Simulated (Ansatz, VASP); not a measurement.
## TiPt3: VASP beside Ansatz

```
Ti Pt
1.0
     3.92080    0.00000    0.00000
     0.00000    3.92080    0.00000
     0.00000    0.00000    3.92080
Ti Pt
1 3
Direct
  0.00000 0.00000 0.00000
  0.00000 0.50000 0.50000
  0.50000 0.00000 0.50000
  0.50000 0.50000 0.00000
```

Alike in both runs: functional r2SCAN; k mesh 8 × 8 × 8; occupations fermi-dirac, width 0.1 eV; no spin polarisation.

Ansatz relaxed the structure, and its values are those at the end. VASP's run is a single point on that final structure, the one shown.

```csv
,VASP,Ansatz
version,VASP 6.6.1,Ansatz 0.2.0
potentials or method,"VASP PAW PBE potentials, release 64 (Ti_sv, Pt), cutoff 520 eV",PAW plane waves
valence electrons in the cell,42,66
```

VASP gave:

```
gap on the k mesh at the Fermi level (eV) : none
pressure (GPa)                            : 0.8
```

Question: Which values does Ansatz return?

Answer: gap on the k mesh at the Fermi level (eV): none; pressure (GPa): 0.0.

VASP's potentials were made for PBE, not for r2SCAN. A gap of «none» marks a metal or a gap that the smearing closes. VASP's potentials hold 42 valence electrons a cell and Ansatz's 66, so a difference there can come from the potentials and not from the codes.

Spin-orbit coupling is off throughout.
